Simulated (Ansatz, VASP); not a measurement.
# WCl4F2 in VASP and in Ansatz

```xyz
7
Lattice="-3.6226 3.6226 3.9002 3.6226 -3.6226 3.9002 3.6226 3.6226 -3.9002" Properties=species:S:1:pos:R:3 pbc="T T T"
W     0.0000    0.0000    0.0000
Cl   -1.9964    1.9964    3.9002
Cl    1.9964    1.9964    3.9002
Cl    1.6262    1.6262    0.0000
Cl    1.9964   -1.9964    3.9002
F     0.0000    0.0000    5.9359
F     0.0000    0.0000    1.8645
```

Alike in both runs: functional PBE; k mesh 3 × 3 × 3; occupations gaussian, width 0.15 eV; no spin polarisation.

Ansatz relaxed the structure, and its values are those at the end. VASP's run is a single point on that final structure, the one shown.

|  | VASP | Ansatz |
| --- | --- | --- |
| version | VASP 6.6.1 | Ansatz 0.2.0 |
| potentials or method | VASP PAW PBE potentials, release 64 (W_sv, Cl, F), cutoff 520 eV | scalar-relativistic, plane waves, PAW |
| valence electrons in the cell | 56 | 56 |

|  | VASP | Ansatz | Ansatz less VASP |
| --- | --- | --- | --- |
| gap on the k mesh at the Fermi level (eV) | 1.62 | 1.62 | -0.003 |
| least direct gap on the mesh (eV) | 1.67 | 1.67 | -0.003 |
| pressure (GPa) | 0.5 | 0.3 | -0.24 |
| rms of the force components (eV/Å) | 0.141 | 0.030 | -0.1104 |

Neither program's run includes spin-orbit coupling.
